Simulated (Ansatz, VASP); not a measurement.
# SiF: VASP beside Ansatz

```
Si F
1.0
     3.87841   -0.08861    0.02146
    -2.01594    3.61694    0.02901
     0.06767    0.14471   12.14860
Si F
4 4
Direct
  0.72381 0.35135 0.45850
  0.70538 0.35596 0.95875
  0.30518 0.65283 0.03788
  0.30435 0.64709 0.52833
  0.69361 0.32884 0.34682
  0.68257 0.34315 0.83872
  0.28729 0.66041 0.15650
  0.29781 0.66036 0.67450
```

Change from the starting cell: cell x2, atoms moved at random (sigma 0.1 Å) and cell strained at random (1.5 %), then relaxed without symmetry.

Alike in both runs: task relaxation of cell and atoms; functional PBE; k mesh 6 × 6 × 1; occupations gaussian, width 0.1 eV; no spin polarisation.

|  | VASP | Ansatz |
| --- | --- | --- |
| version | VASP 6.6.1 | Ansatz 0.2.0 |
| potentials or method | VASP PAW PBE potentials, release 64 (Si, F), cutoff 600 eV | scalar-relativistic, plane waves, PAW |
| valence electrons in the cell | 44 | 44 |

|  | VASP | Ansatz | Ansatz less VASP |
| --- | --- | --- | --- |
| gap on the k mesh at the Fermi level, each at its own relaxed structure (eV) | 0.55 | 0.55 | +0.006 |
| relaxed volume (Å³/atom) | 20.78 | 21.32 | +0.543 |
| relaxed length of the cell vector where the two differ most in proportion (Å) | 12.191 | 12.485 | +0.2948 |

The k mesh is coarse, so the values compare programs but aren't converged.
